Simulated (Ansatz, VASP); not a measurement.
**Ru in VASP and in Ansatz**

INCAR

```
SYSTEM = Ru
PREC = Accurate
ENCUT = 520
EDIFF = 1E-6
ISMEAR = 0
SIGMA = 0.15
LREAL = .FALSE.
LASPH = .TRUE.
NELM = 80
ALGO = Normal
ISIF = 2
LWAVE = .FALSE.
LCHARG = .FALSE.
GGA = PE
NBANDS = 13
```

Contents of KPOINTS:

```
regular mesh
0
G
  20 20 20
  0 0 0
```

File POSCAR:

```
Ru
1.0
    0.1333558828      1.9003213292      1.9003213292
    1.9003213292      0.1333558828      1.9003213292
    1.9003213292      1.9003213292      0.1333558828
Ru
1
Direct
    0.0000000000      0.0000000000      0.0000000000
```

Input for Ansatz:

```yaml
crystal:
  lattice:
    - [0.1333558828, 1.9003213292, 1.9003213292]
    - [1.9003213292, 0.1333558828, 1.9003213292]
    - [1.9003213292, 1.9003213292, 0.1333558828]
  atoms:
    - { symbol: Ru, position: [0.0, 0.0, 0.0] }
basis:
  ecutwfc: 420
kpoints:
  mp_grid: { grid: [20, 20, 20] }
hamiltonian:
  xc: pbe
scf:
  occupations: { method: gaussian, width: 0.15 }
output:
  forces: true
  stress: true
  eigenvalues: true
```

Change from the starting cell: equal engineering shear yz, xz and xy +0.0700, equal normal strain along x, y and z -0.0375.

Alike in both runs: task single point; functional PBE; k mesh 20 × 20 × 20; occupations gaussian, width 0.15 eV; no spin polarisation.

```csv
,VASP,Ansatz
version,VASP 6.6.1,Ansatz 0.2.0
potentials or method,"VASP PAW PBE potentials, release 64 (Ru_pv), cutoff 520 eV","scalar-relativistic, plane waves, PAW"
valence electrons in the cell,14,16
```

```tsv
	VASP	Ansatz	Ansatz less VASP
gap on the k mesh at the Fermi level (eV)	none	none	-
pressure (GPa)	54.9	54.8	-0.09
traceless stress, the component that is largest in VASP (GPa)	-25.26	-25.18	+0.075
```

A gap of «none» marks a metal or a gap that the smearing closes. Both programs put the cell under a high pressure, so it lies far from rest at this level. With one functional, cell and mesh, what is left measures potentials, basis and numerics. VASP's potentials hold 14 valence electrons a cell and Ansatz's 16, so a difference there can come from the potentials and not from the codes.
